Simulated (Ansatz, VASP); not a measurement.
CsCl: VASP beside Ansatz

```xyz
2
Lattice="4.1503 0.0000 0.0000 0.0000 4.1503 0.0000 0.0000 0.0000 4.1503" Properties=species:S:1:pos:R:3 pbc="T T T"
Cs    0.0000    0.0000    0.0000
Cl    2.0752    2.0752    2.0752
```

Change from the starting cell: volume scaled by 1.02, PAW files.

Alike in both runs: task electric field gradients; functional PBEsol; k mesh 6 × 6 × 6; occupations fermi-dirac, width 0.03 eV; no spin polarisation.

|  | VASP | Ansatz |
| --- | --- | --- |
| version | VASP 6.6.1 | Ansatz 0.2.0 |
| potentials or method | VASP PAW PBE potentials, release 64 (Cs_sv, Cl) | PAW with Ansatz's default frozen-core files, scalar-relativistic |
| plane-wave cutoff (eV) | 400 | 420 |
| valence electrons in the cell | 16 | 16 |

|  | VASP | Ansatz | Ansatz less VASP |
| --- | --- | --- | --- |
| gap on the k mesh at the Fermi level (eV) | 4.96 | 4.97 | +0.011 |
| pressure (GPa) | -0.9 | -0.9 | -0.03 |

VASP's potentials were made for PBE, not for PBEsol.

Spin-orbit coupling is off throughout.
